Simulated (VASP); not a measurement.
# AlN (d3) (Fm-3m) in VASP: a series of runs, part 2 of 2

VASP 6.6.1. The steps go on from the part before.

## (4) Relaxation of cell and atoms, PBEsol+D3(BJ)

This run uses another cell than the first one, of 8.42 Å³/atom, 0.981 times its volume.

INCAR reads:

```
ALGO = Normal
EDIFF = 1E-7
EDIFFG = -0.05
ENCUT = 600
GGA = PS
GGA_COMPAT = F
IBRION = 2
ISIF = 3
ISMEAR = 0
IVDW = 12
LASPH = T
LCHARG = F
LREAL = F
LWAVE = F
NELM = 120
NELMIN = 4
NSW = 100
PREC = Accurate
SIGMA = 0.1
```

KPOINTS reads:

```
k-points
0
Gamma
  8 8 8
```

POSCAR reads:

```
AlN
1.0
    0.0000000000      2.0345180000      2.0345180000
    2.0345180000      0.0000000000      2.0345180000
    2.0345180000      2.0345180000      0.0000000000
Al N
1 1
Direct
    0.5000000000      0.5000000000      0.5000000000
    0.0000000000      0.0000000000      0.0000000000
```

Potentials or basis: VASP PAW PBE potentials, release 64 (Al, N).

Launch:

```console
$ cat potpaw_PBE.64/Al/POTCAR potpaw_PBE.64/N/POTCAR > POTCAR
$ mpirun -np 1 vasp_std > vasp.out
```

OUTCAR:

```text
EDIFF = 1E-7
   EDIFFG = -0.05
   ENCUT = 600
   GGA = PS
   IBRION = 2
   ISIF = 3
   ISMEAR = 0
   IVDW = 12
   LASPH = T
   LREAL = F
   NELM = 120
   NELMIN = 4
   NSW = 100
   PREC = Accurate
 IVDW          = 12

 ion  position               nearest neighbor table
   1  0.500  0.500  0.500-   2 2.03   2 2.03   2 2.03   2 2.03   2 2.03   2 2.03
   2  0.000  0.000  0.000-   1 2.03   1 2.03   1 2.03   1 2.03   1 2.03   1 2.03

  LATTYP: Found a face centered cubic cell.
 ALAT       =     4.0690360000

  Lattice vectors:

 A1 = (   0.0000000000,   2.0345180000,   2.0345180000)
 A2 = (   2.0345180000,   0.0000000000,   2.0345180000)
 A3 = (   2.0345180000,   2.0345180000,   0.0000000000)

Analysis of symmetry for initial positions (statically):
=====================================================================
 Subroutine PRICEL returns:
 Original cell was already a primitive cell.

 Routine SETGRP: Setting up the symmetry group for a
 face centered cubic supercell.

 Subroutine GETGRP returns: Found 48 space group operations
 (whereof 48 operations were pure point group operations)
 out of a pool of 48 trial point group operations.

The static configuration has the point symmetry O_h .

Analysis of symmetry for dynamics (positions and initial velocities):
=====================================================================
 Subroutine PRICEL returns:
 Original cell was already a primitive cell.

 Routine SETGRP: Setting up the symmetry group for a
 face centered cubic supercell.

 Subroutine GETGRP returns: Found 48 space group operations
 (whereof 48 operations were pure point group operations)
 out of a pool of 48 trial point group operations.

The dynamic configuration has the point symmetry O_h .

 Subroutine INISYM returns: Found 48 space group operations
 (whereof 48 operations are pure point group operations),
 and found     1 'primitive' translations

----------------------------------------------------------------------------------------

                                     Primitive cell

  volume of cell :      16.8428

  direct lattice vectors                    reciprocal lattice vectors
     0.000000000  2.034518000  2.034518000    -0.245758455  0.245758455  0.245758455
     2.034518000  0.000000000  2.034518000     0.245758455 -0.245758455  0.245758455
[... 100 lines left out ...]
   ISMEAR =     0;   SIGMA  =   0.10  broadening in eV -4-tet -1-fermi 0-gaus
   EFERMI_NEDOS =   21; number of points for ismear=-14 and -15
   IALGO  =     38    algorithm
   IMIX   =      4    mixing-type and parameters
     AMIX     =   0.40;   BMIX     =  1.00
     AMIX_MAG =   1.60;   BMIX_MAG =  1.00
  volume/ion in A,a.u.               =       8.42        56.83
  Fermi-wavevector in a.u.,A,eV,Ry     =   1.277321  2.413786 22.198561  1.631548
  Thomas-Fermi vector in A             =   2.409927
   LORBIT       =      0    0 simple, 1 ext, 2 COOP (PROOUT), +10 PAW based schemes
   GGA     = PS    functional components
   LHFCALC =     F    Hartree Fock is set to
   AEXX    =    0.0000 exact exchange contribution
   IVDW    =    12    specifies the selected vdW correction
   LEPSILON=     F    determine dielectric tensor
   LRPA    =     F    only Hartree local field effects (RPA)
 conjugate gradient relaxation of ions
 non-spin polarized calculation
 Gauss-broadening in eV      SIGMA  =   0.10
  energy-cutoff  :      600.00
  volume of cell :       16.84
 maximum number of plane-waves:       588
   NGX = 11   NGY = 11   NGZ = 11

--------------------------------------- Ionic step        1  -------------------------------------------

 number of electron       7.9999999 magnetization

 Free energy of the ion-electron system (eV)
  ---------------------------------------------------
  ext. energy  EPLUGINS =         0.00000000
  ---------------------------------------------------
  free energy    TOTEN  =       -15.44621348 eV

  energy without entropy =      -15.44621348  energy(sigma->0) =      -15.44621348

------------------------ aborting loop because EDIFF is reached ----------------------------------------

 Edisp (eV)   -0.56242

 E8    (eV) :    -0.3470
[... 71 lines left out ...]
--------------------------------------- Ionic step        3  -------------------------------------------

 number of electron       7.9999999 magnetization

 Free energy of the ion-electron system (eV)
  ---------------------------------------------------
  ext. energy  EPLUGINS =         0.00000000
  ---------------------------------------------------
  free energy    TOTEN  =       -15.44476324 eV

  energy without entropy =      -15.44476324  energy(sigma->0) =      -15.44476324

 E-fermi :  10.6782     XC(G=0): -12.5499

 val. band max:       10.1572312498   @ k =   0.0000   0.0000   0.0000
 cond. band min:      14.9100272285   @ k =   0.5000   0.5000   0.0000
 fundamental gap:      4.7527959787
 Fermi energy:        10.6782124238

 k-point     1 :       0.0000    0.0000    0.0000
  band No.  band energies     occupation
      1      -7.5838      2.00000
      2      10.1572      2.00000
      3      10.1572      2.00000
      4      10.1572      2.00000
      5      16.1269      0.00000
      6      22.2471      0.00000
      7      22.2471      0.00000
      8      22.2471      0.00000
[... 243 lines left out ...]
 k-point    24 :      -0.3750    0.2500    0.1250
  band No.  band energies     occupation
      1      -3.6794      2.00000
      2       2.5510      2.00000
      3       6.3436      2.00000
      4       8.1064      2.00000
      5      18.6388      0.00000
      6      18.8173      0.00000
      7      22.5951      0.00000
      8      23.0738      0.00000

 [... further k-points ...]

------------------------ aborting loop because EDIFF is reached ----------------------------------------

 Edisp (eV)   -0.58539

 E8    (eV) :    -0.3611
[... 25 lines left out ...]
  FREE ENERGIE OF THE ION-ELECTRON SYSTEM (eV)
  ---------------------------------------------------
  free  energy   TOTEN  =       -16.0301577762 eV

  energy  without entropy=      -16.0301577762  energy(sigma->0) =      -16.03015778

 reached required accuracy - stopping structural energy minimisation
```

It took 7.6 s on 1 thread of Intel Xeon 6975P-C, shared host; peak memory 0.15 GiB.

What came out:

```
Free energy                            : -16.0302 eV
Relaxed volume                         : 8.09 Å³/atom
Relaxed cell                           : a = 2.839 Å, b = 2.839 Å, c = 2.839 Å, α = 60.00°, β = 60.00°, γ = 60.00°
Space group after relaxing (to 0.05 Å) : Fm-3m (No. 225)
Energy gained by relaxing              : 10.8 meV/atom
Ionic steps                            : 3
Pressure after relaxing                : 0.0 GPa
Band gap on the k mesh                 : 4.75 eV, indirect (least direct gap 5.97 eV)
Dispersion energy per atom             : -0.293 eV
```

The path:
| step | energy change (eV) | largest force (eV/Å) | pressure (GPa) | volume (Å³) |
| --- | --- | --- | --- | --- |
| 1 | 0.0000 | 0.0000 | -10.13 | 16.84 |
| 2 | -0.0007 | 0.0000 | 11.40 | 15.58 |
| 3 | -0.0215 | 0.0000 | -0.05 | 16.19 |

Final structure:
```
CELL_PARAMETERS angstrom
0.00000 2.00780 2.00780
2.00780 0.00000 2.00780
2.00780 2.00780 0.00000
ATOMIC_POSITIONS crystal
Al 0.50000 0.50000 0.50000
N 0.00000 0.00000 0.00000
```

Levels at points of the mesh, in eV from the valence-band top:
```
           k point  band 1  band 2  band 3  band 4  band 5  band 6  band 7  band 8
(0.00, 0.00, 0.00)  -17.74    0.00    0.00    0.00    5.97   12.09   12.09   12.09
(0.50, 0.00, 0.00)  -14.36   -8.50   -1.13   -1.13    6.17   11.07   11.07   13.56
(0.50, 0.50, 0.00)  -13.33   -7.59   -2.88   -2.88    4.75    5.10   14.22   17.49
```

Caveat: the PAW data sets were made with another functional, which shifts forces and pressure a little.

## (5) Relaxation of cell and atoms, PBEsol+D3(BJ)

This run uses another cell than the first one, of 8.10 Å³/atom, 0.943 times its volume.

INCAR reads:

```
  PREC = Accurate
  ENCUT = 600
  EDIFF = 1E-7
  ISMEAR = 0
  SIGMA = 0.02
  LREAL = F
  LASPH = T
  NELM = 120
  ALGO = Normal
  ISIF = 3
  LWAVE = F
  LCHARG = F
  GGA = PS
  IVDW = 12
  IBRION = 2
  NSW = 100
  EDIFFG = -0.002
  GGA_COMPAT = F
  NELMIN = 4
```

KPOINTS reads:

```
regular mesh
0
Gamma
  10 10 10
```

POSCAR reads:

```
AlN
1.0
    0.0000000000      2.0080875652      2.0080875652
    2.0080875652      0.0000000000      2.0080875652
    2.0080875652      2.0080875652      0.0000000000
Al N
1 1
Direct
    0.5000000000      0.5000000000      0.5000000000
    0.0000000000      0.0000000000      0.0000000000
```

Potentials or basis: VASP PAW PBE potentials, release 64 (Al, N).

Launch:

```console
$ cat potpaw_PBE.64/Al/POTCAR potpaw_PBE.64/N/POTCAR > POTCAR
$ mpirun -np 1 vasp_std > vasp.out
```

OUTCAR:

```text
PREC = Accurate
   ENCUT = 600
   EDIFF = 1E-7
   ISMEAR = 0
   LREAL = F
   LASPH = T
   NELM = 120
   ISIF = 3
   GGA = PS
   IVDW = 12
   IBRION = 2
   NSW = 100
   EDIFFG = -0.002
   NELMIN = 4
 IVDW          = 12

 ion  position               nearest neighbor table
   1  0.500  0.500  0.500-   2 2.01   2 2.01   2 2.01   2 2.01   2 2.01   2 2.01
   2  0.000  0.000  0.000-   1 2.01   1 2.01   1 2.01   1 2.01   1 2.01   1 2.01

  LATTYP: Found a face centered cubic cell.
 ALAT       =     4.0161751304

  Lattice vectors:

 A1 = (   0.0000000000,   2.0080875652,   2.0080875652)
 A2 = (   2.0080875652,   0.0000000000,   2.0080875652)
 A3 = (   2.0080875652,   2.0080875652,   0.0000000000)

Analysis of symmetry for initial positions (statically):
=====================================================================
 Subroutine PRICEL returns:
 Original cell was already a primitive cell.

 Routine SETGRP: Setting up the symmetry group for a
 face centered cubic supercell.

 Subroutine GETGRP returns: Found 48 space group operations
 (whereof 48 operations were pure point group operations)
 out of a pool of 48 trial point group operations.

The static configuration has the point symmetry O_h .

Analysis of symmetry for dynamics (positions and initial velocities):
=====================================================================
 Subroutine PRICEL returns:
[... 149 lines left out ...]

 number of electron       7.9999999 magnetization

 Free energy of the ion-electron system (eV)
  ---------------------------------------------------
  ext. energy  EPLUGINS =         0.00000000
  ---------------------------------------------------
  free energy    TOTEN  =       -15.44415291 eV

  energy without entropy =      -15.44415291  energy(sigma->0) =      -15.44415291

------------------------ aborting loop because EDIFF is reached ----------------------------------------

 Edisp (eV)   -0.58514

 E8    (eV) :    -0.3610
[... 71 lines left out ...]
--------------------------------------- Ionic step        3  -------------------------------------------

 number of electron       7.9999999 magnetization

 Free energy of the ion-electron system (eV)
  ---------------------------------------------------
  ext. energy  EPLUGINS =         0.00000000
  ---------------------------------------------------
  free energy    TOTEN  =       -15.44383384 eV

  energy without entropy =      -15.44383384  energy(sigma->0) =      -15.44383384

 E-fermi :  10.3062     XC(G=0): -12.5505

 val. band max:       10.1580535497   @ k =   0.0000   0.0000   0.0000
 cond. band min:      14.9125384981   @ k =   0.5000   0.5000   0.0000
 fundamental gap:      4.7544849484
 Fermi energy:        10.3062467434

 k-point     1 :       0.0000    0.0000    0.0000
  band No.  band energies     occupation
      1      -7.5837      2.00000
      2      10.1581      2.00000
      3      10.1581      2.00000
      4      10.1581      2.00000
      5      16.1294      0.00000
      6      22.2488      0.00000
      7      22.2488      0.00000
      8      22.2488      0.00000
[... 243 lines left out ...]
 k-point    24 :       0.4000    0.3000    0.0000
  band No.  band energies     occupation
      1      -4.4717      2.00000
      2       4.1900      2.00000
      3       7.2724      2.00000
      4       7.8086      2.00000
      5      16.3270      0.00000
      6      17.0590      0.00000
      7      22.5334      0.00000
      8      25.9333      0.00000

 [... further k-points ...]

------------------------ aborting loop because EDIFF is reached ----------------------------------------

 Edisp (eV)   -0.58546

 E8    (eV) :    -0.3612
[... 25 lines left out ...]
  FREE ENERGIE OF THE ION-ELECTRON SYSTEM (eV)
  ---------------------------------------------------
  free  energy   TOTEN  =       -16.0292939811 eV

  energy  without entropy=      -16.0292939811  energy(sigma->0) =      -16.02929398

 reached required accuracy - stopping structural energy minimisation
```

CONTCAR:

```text
AlN
   1.00000000000000
     0.0000000000000000    2.0077211405421025    2.0077211405421025
     2.0077211405421025   -0.0000000000000000    2.0077211405421025
     2.0077211405421025    2.0077211405421025   -0.0000000000000000
  Al              N
     1     1
Direct
     0.5000000000000000    0.5000000000000000    0.5000000000000000
     0.0000000000000000    0.0000000000000000    0.0000000000000000

  0.00000000E+00  0.00000000E+00  0.00000000E+00
  0.00000000E+00  0.00000000E+00  0.00000000E+00
```

Run time: 8.5 s. Hardware: 1 thread of Intel Xeon 6975P-C, shared host; peak memory 0.15 GiB.

What came out:

```
Free energy                            : -16.0293 eV
Relaxed volume                         : 8.09 Å³/atom
Relaxed cell                           : a = 2.839 Å, b = 2.839 Å, c = 2.839 Å, α = 60.00°, β = 60.00°, γ = 60.00°
Space group after relaxing (to 0.05 Å) : Fm-3m (No. 225)
Energy gained by relaxing              : 0.0 meV/atom
Ionic steps                            : 3
Pressure after relaxing                : 0.0 GPa
Band gap on the k mesh                 : 4.75 eV, indirect (least direct gap 5.97 eV)
Dispersion energy per atom             : -0.293 eV
```

Final structure:
```
Al N
1.0
     0.00000    2.00772    2.00772
     2.00772    0.00000    2.00772
     2.00772    2.00772    0.00000
Al N
1 1
Direct
  0.50000 0.50000 0.50000
  0.00000 0.00000 0.00000
```

Levels at points of the mesh, in eV from the valence-band top:
```tsv
k point	band 2	band 3	band 4	band 5	band 6	band 7
(0.00, 0.00, 0.00)	0.00	0.00	0.00	5.97	12.09	12.09
(0.50, 0.00, 0.00)	-8.50	-1.13	-1.13	6.17	11.07	11.07
(0.50, 0.50, 0.00)	-7.59	-2.88	-2.88	4.75	5.10	14.22
```

Caveat: the PAW data sets were made with another functional, which shifts forces and pressure a little.

## (6) Overview

| task | cell | k mesh | smearing | gap on the mesh (eV) | pressure (GPa) | relaxed volume (Å³/atom) |
| --- | --- | --- | --- | --- | --- | --- |
| single point | a = 2.896 Å, angles 60.0°, 2 atoms | 10 × 10 × 10 | gaussian 0.02 eV | 4.19 | -14.5 | - |
| single point | a = 2.923 Å, angles 60.0°, 2 atoms | 10 × 10 × 10 | gaussian 0.02 eV | 3.94 | -20.2 | - |
| relaxation of cell and atoms | relaxed from a = 2.877 Å, angles 60.0°, 2 atoms | 8 × 8 × 8 | gaussian 0.1 eV | 4.75 | 0.0 | 8.09 |
| relaxation of cell and atoms | relaxed from a = 2.840 Å, angles 60.0°, 2 atoms | 10 × 10 × 10 | gaussian 0.02 eV | 4.75 | 0.0 | 8.09 |

Alike in all rows: level PBEsol+D3(BJ); potentials or basis VASP PAW PBE potentials, release 64 (Al, N); no spin polarisation; cutoff (eV) 600.

Caveats: the PAW data sets were made with another functional, which shifts forces and pressure a little.

Total energies depend on the potentials used, so only differences within one code and one set of settings carry meaning.
